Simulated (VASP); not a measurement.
A run of VASP 6.6.1:

INCAR

```
PREC = Accurate
ENCUT = 520
EDIFF = 1E-6
ISMEAR = 0
SIGMA = 0.05
LREAL = F
LASPH = T
NELM = 150
ALGO = Fast
ISIF = 2
LWAVE = F
LCHARG = F
ISPIN = 2
MAGMOM = 3.5
LORBIT = 11
LMAXMIX = 4
GGA = PE
NBANDS = 16
```

Contents of KPOINTS:

```
Automatic mesh
0
Gamma
  10 10 10
```

The input POSCAR:

```
Mn
1.0
    0.0000000000      1.8271482587      1.8271482587
    1.8271482587      0.0000000000      1.8271482587
    1.8271482587      1.8271482587      0.0000000000
Mn
1
Direct
    0.0000000000      0.0000000000      0.0000000000
```

Potentials or basis: VASP PAW PBE potentials, release 64 (Mn_pv).

Command:

```sh
$ cat potpaw_PBE.64/Mn_pv/POTCAR > POTCAR
$ mpirun -np 1 vasp_std > vasp.out
```

Hardware: 1 thread of Intel(R) Xeon(R) 6975P-C (Granite Rapids), on a shared host.

**Question.** How long does it take, and how much memory?

**Answer.** Wall time 28 s on 1 thread of Intel(R) Xeon(R) 6975P-C (Granite Rapids) (shared host), peak memory 0.13 GiB. Counts: scf iterations 21, k points 47.
